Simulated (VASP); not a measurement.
# TaS2 (P-3m1) in VASP: notebook

Runs on TaS2. Level: LDA. Tasks: electric field gradients.

Everything below comes from runs of VASP 6.6.1. Logs are shortened: lines on timing, memory, paths and dates and some standing lists are left out, and cuts for length are marked.

## (1) The cell of the first run

The structure is trigonal, space group P-3m1 (No. 164). The conventional cell has a = 3.350 Å, b = 3.350 Å, c = 5.684 Å, α = 90.00°, β = 90.00°, γ = 120.00°. Ta (site symmetry -3m) has 6 S at 2.40 Å within 3.2 Å. Within 3.2 Å of S (site symmetry 3m) lie 3 Ta at 2.40 Å.

## (2) Electric field gradients, LDA (zz strain of -3 %)

The input, INCAR:

```
SYSTEM = TaS2
ALGO     = Normal         ! electronic algorithm
EDIFF    = 1E-8           ! SCF threshold, eV
ENCUT    = 400            ! plane-wave cutoff, eV
GGA_COMPAT= .False.      
ISIF     = 2              ! what is computed and relaxed
ISMEAR   = -1             ! smearing method
LASPH    = .True.         ! aspherical terms in the spheres
LCHARG   = .False.        ! write CHGCAR
LEFG     = .True.       
LREAL    = .False.        ! projectors in reciprocal space
LWAVE    = .False.        ! write WAVECAR
NBANDS   = 18             ! bands
NELM     = 120            ! most SCF steps
PREC     = Accurate       ! precision mode
SIGMA    = 0.03           ! smearing width, eV
```

The input, KPOINTS:

```
k-points
0
Gamma
  9 9 5
  0 0 0
```

The input, POSCAR:

```
TaS2
1.0
    3.3500021206      0.0000000000      0.0000000000
   -1.6750010603      2.9011869392      0.0000000000
    0.0000000000      0.0000000000      5.6842000000
Ta S
1 2
Direct
    0.0000000000      0.0000000000      0.0000000000
    0.3333333333      0.6666666667      0.2500000000
    0.6666666667      0.3333333333      0.7500000000
```

Potentials or basis: VASP PAW LDA potentials, release 64 (Ta_pv, S).

Run with:

```bash
$ cat potpaw_LDA.64/Ta_pv/POTCAR potpaw_LDA.64/S/POTCAR > POTCAR
$ mpirun -np 1 vasp_std > vasp.out
```

OUTCAR:

```text
SYSTEM = TaS2
   EDIFF = 1E-8
   ENCUT = 400
   ISIF = 2
   ISMEAR = -1
   LASPH = .True.
   LREAL = .False.
   NELM = 120
   PREC = Accurate

 ion  position               nearest neighbor table
   1  0.000  0.000  0.000-   2 2.40   3 2.40   3 2.40   2 2.40   3 2.40   2 2.40
   2  0.333  0.667  0.250-   1 2.40   1 2.40   1 2.40
   3  0.667  0.333  0.750-   1 2.40   1 2.40   1 2.40

  LATTYP: Found a hexagonal cell.
 ALAT       =     3.3500021206
 C/A-ratio  =     1.6967750453

  Lattice vectors:

 A1 = (   3.3500021206,   0.0000000000,   0.0000000000)
 A2 = (  -1.6750010603,   2.9011869392,   0.0000000000)
 A3 = (   0.0000000000,   0.0000000000,   5.6842000000)

Analysis of symmetry for initial positions (statically):
=====================================================================
 Subroutine PRICEL returns:
 Original cell was already a primitive cell.

 Routine SETGRP: Setting up the symmetry group for a
 hexagonal supercell.

 Subroutine GETGRP returns: Found 12 space group operations
 (whereof 12 operations were pure point group operations)
 out of a pool of 24 trial point group operations.

The static configuration has the point symmetry D_3d.

Analysis of symmetry for dynamics (positions and initial velocities):
=====================================================================
 Subroutine PRICEL returns:
 Original cell was already a primitive cell.

 Routine SETGRP: Setting up the symmetry group for a
 hexagonal supercell.

 Subroutine GETGRP returns: Found 12 space group operations
 (whereof 12 operations were pure point group operations)
 out of a pool of 24 trial point group operations.

The dynamic configuration has the point symmetry D_3d.

 Subroutine INISYM returns: Found 12 space group operations
 (whereof 12 operations are pure point group operations),
 and found     1 'primitive' translations

----------------------------------------------------------------------------------------

                                     Primitive cell

  volume of cell :      55.2446

  direct lattice vectors                    reciprocal lattice vectors
     3.350002121  0.000000000  0.000000000     0.298507274  0.172343255  0.000000000
    -1.675001060  2.901186939  0.000000000     0.000000000  0.344686510  0.000000000
     0.000000000  0.000000000  5.684200000     0.000000000  0.000000000  0.175926252

  length of vectors
     3.350002121  3.350002121  5.684200000     0.344686510  0.344686510  0.175926252

  position of ions in fractional coordinates (direct lattice)
     0.000000000  0.000000000  0.000000000
     0.333333333  0.666666667  0.250000000
     0.666666667  0.333333333  0.750000000

  ion indices of the primitive-cell ions
   primitive index   ion index
                 1           1
                 2           2
                 3           3

----------------------------------------------------------------------------------------

 KPOINTS: k-points

Automatic generation of k-mesh.
 Grid dimensions read from file:
 generate k-points for:    9    9    5

 Generating k-lattice:

  Cartesian coordinates                     Fractional coordinates (reciprocal lattice)
     0.033167475  0.019149251  0.000000000     0.111111111 -0.000000000  0.000000000
     0.000000000  0.038298501  0.000000000     0.000000000  0.111111111  0.000000000
     0.000000000  0.000000000  0.035185250     0.000000000  0.000000000  0.200000000

  Length of vectors
     0.038298501  0.038298501  0.035185250

  Shift w.r.t. Gamma in fractional coordinates (k-lattice)
     0.000000000  0.000000000  0.000000000

 Subroutine IBZKPT returns following result:
 ===========================================

 Found     50 irreducible k-points:

 Following reciprocal coordinates:
            Coordinates               Weight
  0.000000  0.000000  0.000000      1.000000
  0.111111  0.000000  0.000000      6.000000
  0.222222  0.000000  0.000000      6.000000
  0.333333  0.000000  0.000000      6.000000
  0.444444  0.000000  0.000000      6.000000
  0.111111  0.111111  0.000000      6.000000
[... 16 lines left out ...]
  0.222222  0.111111  0.200000     12.000000
 -0.111111  0.333333  0.200000     12.000000
 [... further k-points ...]
   k-points           NKPTS =     50   k-points in BZ     NKDIM =     50   number of bands    NBANDS=     18
   number of dos      NEDOS =    301   number of ions     NIONS =      3
   total plane-waves  NPLWV =  23040
   dimension x,y,z NGX =    24 NGY =   24 NGZ =   40
   dimension x,y,z NGXF=    48 NGYF=   48 NGZF=   80
   ions per type =               1   2
   NGX,Y,Z   is equivalent  to a cutoff of  11.91, 11.91, 11.70 a.u.
   NGXF,Y,Z  is equivalent  to a cutoff of  23.82, 23.82, 23.40 a.u.
 SYSTEM =  TaS2
   PREC   = accura    normal or accurate (medium, high low for compatibility)
   ISTART =      0    job   : 0-new  1-cont  2-samecut
   ICHARG =      2    charge: 1-file 2-atom 10-const
   ISPIN  =      1    spin polarized calculation?
   LNONCOLLINEAR =      F non collinear calculations
   LSORBIT =      F    spin-orbit coupling
   LASPH  =      T    aspherical Exc in radial PAW
   ENCUT  =  400.0 eV  29.40 Ry    5.42 a.u.   5.46  5.46  9.27*2*pi/ulx,y,z
   NELM   =    120;   NELMIN=  2; NELMDL= -5     # of ELM steps
   EDIFF  = 0.1E-07   stopping-criterion for ELM
   LREAL  =      F    real-space projection
   EDIFFG = 0.1E-06   stopping-criterion for IOM
   NSW    =      0    number of steps for IOM
   IBRION =     -1    ionic relax: 0-MD 1-quasi-New 2-CG
   NFREE  =      0    steps in history (QN), initial steepest desc. (CG)
   ISIF   =      2    stress and relaxation
   ISYM   =      2    0-nonsym 1-usesym 2-fastsym
   POTIM  = 0.5000    time-step for ionic-motion
   TEBEG  =    0.0;   TEEND  =   0.0 temperature during run
   PSTRESS=    0.0 pullay stress
   NELECT =      23.0000    total number of electrons
   NUPDOWN=      -1.0000    fix difference up-down
   EMIN   =  10.00;   EMAX   =-10.00  energy-range for DOS
   EFERMI =   0.00;   METHOD = LEGACY
   ISMEAR =    -1;   SIGMA  =   0.03  broadening in eV -4-tet -1-fermi 0-gaus
   EFERMI_NEDOS =   21; number of points for ismear=-14 and -15
   IALGO  =     38    algorithm
   IMIX   =      4    mixing-type and parameters
     AMIX     =   0.40;   BMIX     =  1.00
     AMIX_MAG =   1.60;   BMIX_MAG =  1.00
  volume/ion in A,a.u.               =      18.41       124.27
  Fermi-wavevector in a.u.,A,eV,Ry     =   1.222421  2.310040 20.331357  1.494313
  Thomas-Fermi vector in A             =   2.357568
   LORBIT       =      0    0 simple, 1 ext, 2 COOP (PROOUT), +10 PAW based schemes
   GGA     = CA    functional components
   LHFCALC =     F    Hartree Fock is set to
   AEXX    =    0.0000 exact exchange contribution
   IVDW    =     0    specifies the selected vdW correction
   LEPSILON=     F    determine dielectric tensor
   LRPA    =     F    only Hartree local field effects (RPA)
 non-spin polarized calculation
  energy-cutoff  :      400.00
  volume of cell :       55.24
 maximum number of plane-waves:      1039
 NGX is ok and might be reduce to    24
   NGX = 11   NGY = 11   NGZ = 19

 number of electron      23.0000001 magnetization

 Free energy of the ion-electron system (eV)
  ---------------------------------------------------
  ext. energy  EPLUGINS =         0.00000000
  ---------------------------------------------------
  free energy    TOTEN  =       -25.34708935 eV

  energy without entropy =      -25.34089357  energy(sigma->0) =      -25.34399146

 E-fermi :   5.8392     XC(G=0): -10.9690

 val. band max:        5.8299036242   @ k =   0.2222   0.1111   0.0000
 cond. band min:       5.8483507209   @ k =   0.3333   0.1111   0.0000
 fundamental gap:      0.0184470968
 Fermi energy:         5.8392222714

 k-point     1 :       0.0000    0.0000    0.0000
  band No.  band energies     occupation
      1     -29.1830      2.00000
      2     -29.1587      2.00000
      3     -29.1587      2.00000
      4      -9.4119      2.00000
      5      -7.0636      2.00000
      6      -1.3040      2.00000
[... 10 lines left out ...]
     17      10.9081      0.00000
     18      11.5136      0.00000

 k-point     2 :       0.1111    0.0000    0.0000
  band No.  band energies     occupation
      1     -29.1974      2.00000
      2     -29.1755      2.00000
      3     -29.1674      2.00000
      4      -9.2109      2.00000
      5      -7.0917      2.00000
      6      -1.0714      2.00000
[... 10 lines left out ...]
     17      11.9626      0.00000
     18      12.2993      0.00000

 k-point     3 :       0.2222    0.0000    0.0000
  band No.  band energies     occupation
      1     -29.2939      2.00000
      2     -29.1894      2.00000
      3     -29.1566      2.00000
      4      -8.6668      2.00000
      5      -7.1588      2.00000
      6      -0.4503      2.00000
[... 10 lines left out ...]
     17      12.8726      0.00000
     18      13.6610      0.00000

 k-point     4 :       0.3333    0.0000    0.0000
  band No.  band energies     occupation
      1     -29.4013      2.00000
      2     -29.2142      2.00000
      3     -29.1350      2.00000
      4      -7.9944      2.00000
      5      -7.1792      2.00000
      6      -0.2413      2.00000
[... 375 lines left out ...]
      4      -8.7488      2.00000
      5      -7.2887      2.00000
      6      -0.4038      2.00000
[... 10 lines left out ...]
     17      13.1485      0.00000
     18      13.6173      0.00000

 k-point    23 :       0.2222    0.1111    0.2000
  band No.  band energies     occupation
      1     -29.3552      2.00000
      2     -29.2179      2.00000
      3     -29.1420      2.00000
      4      -8.0989      2.00000
      5      -7.3418      2.00000
      6       0.1430      2.00000
[... 10 lines left out ...]
     17      13.5179      0.00000
     18      14.0485      0.00000

 k-point    24 :      -0.1111    0.3333    0.2000
  band No.  band energies     occupation
      1     -29.3552      2.00000
      2     -29.2179      2.00000
      3     -29.1420      2.00000
      4      -8.1639      2.00000
      5      -7.2443      2.00000
      6      -0.2291      2.00000
[... 10 lines left out ...]
     17      12.6648      0.00000
     18      13.2521      0.00000

 [... further k-points ...]
[... 5 lines left out ...]
  --------------------------------------------------------------------------------------
  -------------------------------------------------------------------------------------
  Total        1.3080209      1.3080209      4.0460895      0.0000000     -0.0000000      0.0000000
  in kB       37.9345668     37.9345668    117.3426578      0.0000000     -0.0000000      0.0000000
  external PRESSURE =      64.4039305 kB  Pullay stress =       0.0000000 kB

 VOLUME and BASIS-vectors are now :
 -----------------------------------------------------------------------------
  energy-cutoff  :      400.00
  volume of cell :       55.24
      direct lattice vectors                 reciprocal lattice vectors
     3.350002121  0.000000000  0.000000000     0.298507274  0.172343255  0.000000000
    -1.675001060  2.901186939  0.000000000     0.000000000  0.344686510  0.000000000
     0.000000000  0.000000000  5.684200000     0.000000000  0.000000000  0.175926252

 POSITION                                       TOTAL-FORCE (eV/Angst)
 -----------------------------------------------------------------------------------
      0.00000      0.00000      0.00000         0.000000      0.000000      0.000000
     -0.00000      1.93412      1.42105         0.000000      0.000000      1.561048
      1.67500      0.96706      4.26315        -0.000000      0.000000     -1.561048
 -----------------------------------------------------------------------------------
    total drift:                               -0.000000      0.000000      0.000000

  FREE ENERGIE OF THE ION-ELECTRON SYSTEM (eV)
  ---------------------------------------------------
  free  energy   TOTEN  =       -25.3470893459 eV

  energy  without entropy=      -25.3408935652  energy(sigma->0) =      -25.34399146

 Electric field gradients (V/A^2)
---------------------------------------------------------------------
 ion       V_xx      V_yy      V_zz      V_xy      V_xz      V_yz
---------------------------------------------------------------------
   1      73.697    73.697  -147.394    -0.000     0.000    -0.000
   2       9.819     9.818   -19.637    -0.000    -0.000     0.000
   3       9.819     9.818   -19.637    -0.000    -0.000     0.000
---------------------------------------------------------------------

 Electric field gradients after diagonalization (V/A^2)
 (convention: |V_zz| > |V_xx| > |V_yy|)
----------------------------------------------------------------------
 ion       V_xx      V_yy      V_zz     asymmetry (V_yy - V_xx)/ V_zz
----------------------------------------------------------------------
   1      73.697    73.697  -147.394       0.000
   2       9.819     9.818   -19.637       0.000
   3       9.819     9.818   -19.637       0.000
----------------------------------------------------------------------

           NMR quadrupolar parameters

 Cq : quadrupolar parameter    Cq=e*Q*V_zz/h
 eta: asymmetry parameters     (V_yy - V_xx)/ V_zz
 Q  : nuclear electric quadrupole moment in mb (millibarn)
----------------------------------------------------------------------
 ion       Cq(MHz)       eta       Q (mb)
----------------------------------------------------------------------
   1      -0.356       0.000       1.000
   2      -0.047       0.000       1.000
   3      -0.047       0.000       1.000
----------------------------------------------------------------------
```

It took 29 s on 1 thread of Intel Xeon Platinum 8259CL at 2.50GHz (Skylake/Cascade Lake), shared host; peak memory 0.16 GiB.

What came out:

- Free energy: -25.3471 eV
- Pressure: 6.4 GPa
- Largest force: 1.561 eV/Å

Forces in eV/Å, atoms in the order of the input:
```
Ta   0.000  0.000  0.000
S    0.000  0.000  1.561
S    0.000  0.000 -1.561
```

Levels at points of the mesh, in eV from the Fermi level:
| k point | band 8 | band 9 | band 10 | band 11 | band 12 | band 13 | band 14 | band 15 | band 16 | band 17 |
| --- | --- | --- | --- | --- | --- | --- | --- | --- | --- | --- |
| (0.00, 0.00, 0.00) | -4.53 | -1.12 | -0.80 | -0.80 | -0.09 | -0.09 | 0.40 | 4.24 | 4.24 | 5.07 |

Electric field gradients, principal values (V/Å²):
| atom | least | middle | greatest (by size) |
| --- | --- | --- | --- |
| 1 Ta | 73.697 | 73.697 | -147.394 |
| 2 S | 9.818 | 9.819 | -19.637 |
| 3 S | 9.818 | 9.819 | -19.637 |

Caveat: the cell differs from its parent crystal (zz strain of -3 %); without QUAD_EFG the Cq values of the log hold for a quadrupole moment of 1 mb, not for the nuclei; spin-orbit coupling is left out, which moves the levels of the heavy elements; forces of over 1 eV/Å act on the atoms, so gaps and moduli don't describe the material at rest.

[end of part 1 of 3]
